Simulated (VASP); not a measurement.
A run of VASP 6.6.1:

Contents of INCAR:

```
SYSTEM = WC
  PREC = Accurate
  ENCUT = 520
  EDIFF = 1E-7
  ISMEAR = -1
  SIGMA = 0.1
  LREAL = .False.
  LASPH = .True.
  NELM = 100
  ALGO = Normal
  ISIF = 2
  LWAVE = .False.
  LCHARG = .False.
  GGA = B5
  ALDAX = 1.0
  AGGAX = 1.0
  AGGAC = 1.0
  ALDAC = 0.0
  NBANDS = 16
```

The input KPOINTS:

```
Automatic mesh
0
Gamma
  10 10 10
  0 0 0
```

POSCAR

```
WC
1.0
    0.0000000000      2.1926840000      2.1926840000
    2.1926840000      0.0000000000      2.1926840000
    2.1926840000      2.1926840000      0.0000000000
W C
1 1
Direct
    0.0000000000      0.0000000000      0.0000000000
    0.5000000000      0.5000000000      0.5000000000
```

Potentials or basis: VASP PAW PBE potentials, release 64 (W_sv, C).

Run with:

```console
$ cat potpaw_PBE.64/W_sv/POTCAR potpaw_PBE.64/C/POTCAR > POTCAR
$ mpirun -np 1 vasp_std > vasp.out
```

Hardware: 1 thread of AMD EPYC 7R43 64-Core Processor (Zen 3) (shared host).

Task: Estimate the wall time of this run.

Result: It took 42 s on 1 thread of AMD EPYC 7R43 64-Core Processor (Zen 3) (shared host), peak memory 0.11 GiB. Counts: scf iterations 14, k points 47.
